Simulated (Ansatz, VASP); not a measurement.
## WC: VASP beside Ansatz

INCAR

```
  ALGO = Normal
  EDIFF = 1E-8
  ENCUT = 520
  GGA = PS
  ISIF = 2
  ISMEAR = -1
  LASPH = T
  LCHARG = F
  LEFG = T
  LREAL = F
  LWAVE = F
  NBANDS = 16
  NELM = 60
  PREC = Accurate
  SIGMA = 0.05
```

File KPOINTS:

```
k-points
0
Gamma
  14 14 13
```

The input POSCAR:

```
WC
1.0
    2.8908006898      0.0000000000      0.0000000000
   -1.4454003449      2.5035068347      0.0000000000
    0.0000000000      0.0000000000      2.8195383909
W C
1 1
Direct
    0.0000000000      0.0000000000      0.0000000000
    0.6666666667      0.3333333333      0.5000000000
```

Input for Ansatz:

```yaml
crystal:
  lattice:
    - [2.8908006898, 0.0, 0.0]
    - [-1.4454003449, 2.5035068347, 0.0]
    - [0.0, 0.0, 2.8195383909]
  atoms:
    - { symbol: W, position: [0.0, 0.0, 0.0] }
    - { symbol: C, position: [0.6666666667, 0.3333333333, 0.5] }
kpoints:
  mp_grid: { grid: [14, 14, 13] }
scf:
  occupations: { method: fermi_dirac, width: 0.05 }
hamiltonian:
  xc: pbesol
  pseudopotentials: { kind: paw }
output:
  forces: true
  stress: true
  eigenvalues: true
  efg: { contact_densities: true }
```

Change from the starting cell: volume scaled by 0.99, PAW files.

Alike in both runs: task electric field gradients; functional PBEsol; k mesh 14 × 14 × 13; occupations fermi-dirac, width 0.05 eV; no spin polarisation.

|  | VASP | Ansatz |
| --- | --- | --- |
| version | VASP 6.6.1 | Ansatz 0.2.0 |
| potentials or method | VASP PAW PBE potentials, release 64 (W_sv, C) | PAW with Ansatz's default frozen-core files, scalar-relativistic |
| plane-wave cutoff (eV) | 520 | 420 |
| valence electrons in the cell | 18 | 18 |

|  | VASP | Ansatz | Ansatz less VASP |
| --- | --- | --- | --- |
| pressure (GPa) | 4.8 | 3.5 | -1.35 |
| traceless stress, the component that is largest in VASP (GPa) | 0.82 | 0.57 | -0.248 |
| size of Vzz on the site where it differs most (V/Å²) | 146.1 | 141.6 | -4.49 |

VASP's potentials were made for PBE, not for PBEsol. With one functional, cell and mesh, what is left measures potentials, basis and numerics.

Neither program's run includes spin-orbit coupling.
